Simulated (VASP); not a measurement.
Here is a VASP 6.6.1 calculation.

File INCAR:

```
SYSTEM = NiSb
  PREC = Accurate
  ENCUT = 600
  EDIFF = 1E-6
  ISMEAR = 0
  SIGMA = 0.1
  LREAL = .FALSE.
  LASPH = .TRUE.
  NELM = 60
  ALGO = Normal
  ISIF = 3
  LWAVE = .FALSE.
  LCHARG = .FALSE.
  GGA = PE
  IBRION = 2
  NSW = 100
  EDIFFG = -0.01
```

Contents of KPOINTS:

```
Automatic mesh
0
G
  16 16 16
  0 0 0
```

Contents of POSCAR:

```
NiSb
1.0
    0.0000000000      2.8533720845      2.8533720845
    2.8533720845      0.0000000000      2.8533720845
    2.8533720845      2.8533720845      0.0000000000
Ni Sb
1 1
Direct
    0.0000000000      0.0000000000      0.0000000000
    0.2500000000      0.2500000000      0.2500000000
```

Potentials or basis: VASP PAW PBE potentials, release 64 (Ni, Sb).

Run with:

```sh
$ cat potpaw_PBE.64/Ni/POTCAR potpaw_PBE.64/Sb/POTCAR > POTCAR
$ mpirun -np 1 vasp_std > vasp.out
```

(1) What does it give for the band gap on the k mesh?

## Answers

(1) zero (an odd number of electrons rules out a gap without spin polarisation).

Caveat: the relaxation stopped at its first step, so nothing moved; spin-orbit coupling is left out, which moves the levels of the heavy elements; an odd number of electrons without spin polarisation forces a metal; a magnetic or distorted state may lie lower.
